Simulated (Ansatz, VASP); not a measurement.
**One calculation of Mg2Si3N3, two programs**

```
CELL_PARAMETERS angstrom
2.46761 1.42467 5.01475
-2.46761 1.42467 5.01475
0.00000 -2.84935 5.01475
ATOMIC_POSITIONS crystal
Mg 0.16000 0.16000 0.16000
Mg 0.84000 0.84000 0.84000
Si 0.29476 0.70524 0.00000
Si 0.00000 0.29476 0.70524
Si 0.70524 0.00000 0.29476
N 0.29927 0.29927 0.29927
N 0.70073 0.70073 0.70073
N 0.50000 0.50000 0.50000
```

Alike in both runs: functional PBE; k mesh 4 × 4 × 4; occupations gaussian, width 0.2 eV; no spin polarisation.

Ansatz relaxed the structure, and its values are those at the end. VASP's run is a single point on that final structure, the one shown.

|  | VASP | Ansatz |
| --- | --- | --- |
| version | VASP 6.6.1 | Ansatz 0.2.0 |
| potentials or method | VASP PAW PBE potentials, release 64 (Mg, Si, N), cutoff 600 eV | scalar-relativistic, plane waves, PAW |
| valence electrons in the cell | 31 | 47 |

Ansatz gave:

```
gap on the k mesh at the Fermi level (eV) : none
pressure (GPa)                            : -0.2
rms of the force components (eV/Å)        : 0.017
```

Question: Which values does VASP return?

Answer: gap on the k mesh at the Fermi level (eV): none; pressure (GPa): -0.4; rms of the force components (eV/Å): 0.017.

A gap of «none» marks a metal or a gap that the smearing closes. VASP's potentials hold 31 valence electrons a cell and Ansatz's 47, so a difference there can come from the potentials and not from the codes.

The k mesh is coarse, so the values compare programs but aren't converged.
